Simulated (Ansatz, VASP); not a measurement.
WS2: VASP beside Ansatz

```
CELL_PARAMETERS angstrom
1.57900 0.91164 6.16333
-1.57900 0.91164 6.16333
0.00000 -1.82327 6.16333
ATOMIC_POSITIONS crystal
W 0.00000 0.00000 0.00000
S 0.24970 0.24970 0.24970
S 0.41900 0.41900 0.41900
```

Alike in both runs: task single point; functional PBEsol; k mesh 11 × 11 × 11; occupations gaussian, width 0.05 eV; no spin polarisation.

|  | VASP | Ansatz |
| --- | --- | --- |
| version | VASP 6.6.1 | Ansatz 0.2.0 |
| potentials or method | VASP PAW PBE potentials, release 64 (W_sv, S) | plane waves, PAW |
| plane-wave cutoff (eV) | 500 | 420 |
| valence electrons in the cell | 26 | 26 |

|  | VASP | Ansatz | Ansatz less VASP |
| --- | --- | --- | --- |
| pressure (GPa) | -0.5 | -0.6 | -0.11 |
| traceless stress, the component that is largest in VASP (GPa) | 0.72 | 0.69 | -0.026 |
| rms of the force components (eV/Å) | 0.247 | 0.247 | +0.0003 |

VASP's potentials were made for PBE, not for PBEsol. Atom by atom the forces differ by 0.010 eV/Å (rms over components). The functional is the same, so the differences come from potentials, cutoffs and numerics. Ansatz's warnings: stress scf threshold loose.

Spin-orbit coupling is off throughout.
